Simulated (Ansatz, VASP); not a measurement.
**One calculation of InAs, two programs**

```
In As
1.0
     0.00000    3.04378    3.04378
     3.04378    0.00000    3.04378
     3.04378    3.04378    0.00000
In As
1 1
Direct
  0.00000 0.00000 0.00000
  0.25000 0.25000 0.25000
```

Alike in both runs: functional PBEsol; k mesh 16 × 16 × 16; occupations gaussian, width 0.1 eV; no spin polarisation.

Ansatz relaxed the structure, and its values are those at the end. VASP's run is a single point on that final structure, the one shown.

|  | VASP | Ansatz |
| --- | --- | --- |
| version | VASP 6.6.1 | Ansatz 0.2.0 |
| potentials or method | VASP PAW PBE potentials, release 64 (In_d, As), cutoff 520 eV | scalar-relativistic, plane waves, PAW |
| valence electrons in the cell | 18 | 28 |

|  | VASP | Ansatz | Ansatz less VASP |
| --- | --- | --- | --- |
| gap on the k mesh at the Fermi level (eV) | none | none | - |
| pressure (GPa) | 0.1 | 0.0 | -0.07 |

VASP's potentials were made for PBE, not for PBEsol, and Ansatz warns of the same on its side. A gap of «none» marks a metal or a gap that the smearing closes. VASP's potentials hold 18 valence electrons a cell and Ansatz's 28, so a difference there can come from the potentials and not from the codes.
